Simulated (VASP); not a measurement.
CoO: single point with PBEsol

CoO:

```
Co O
1.0
     0.00000    2.13150    2.13150
     4.26300    0.00000    4.26300
     2.13150    2.13150    0.00000
Co O
2 2
Direct
  0.00000 0.00000 0.00000
  0.00000 0.50000 0.00000
  0.50000 0.25000 0.50000
  0.50000 0.75000 0.50000
```

- Program: VASP 6.6.1
- Task: single point
- Functional: PBEsol
- Potentials or basis: VASP PAW PBE potentials, release 64 (Co, O)
- Cutoff: 600 eV
- k mesh: 5 × 5 × 5
- Occupations: methfessel-paxton, width 0.1 eV
- Spin: no spin polarisation

```json
{"Pressure": "-28.3 GPa", "Band gap on the k mesh": "zero (band 15 reaches 7.66 eV, above the bottom of band 16 at 7.23 eV)"}
```

Levels at points of the mesh, in eV from the Fermi level:
| k point | band 12 | band 13 | band 14 | band 15 | band 16 | band 17 | band 18 | band 19 |
| --- | --- | --- | --- | --- | --- | --- | --- | --- |
| (0.00, 0.00, 0.00) | -1.01 | -1.01 | -0.37 | -0.37 | -0.10 | 1.27 | 1.58 | 1.58 |

Run time: 29 s on 1 thread of Intel(R) Xeon(R) Platinum 8375C CPU @ 2.90GHz (Ice Lake) (shared host), peak memory 0.17 GiB.

Caveat: the k points lie up to 0.51 Å⁻¹ apart; the PAW data sets were made with another functional, which shifts forces and pressure a little; the run has no spin polarisation, though such a crystal can be magnetic; semilocal functionals often make such compounds metallic where correlation or magnetic order opens a gap, which also shifts bond lengths. With open d or f shells a metallic result of PBEsol can be an artefact of self-interaction; +U or a hybrid may open a gap.
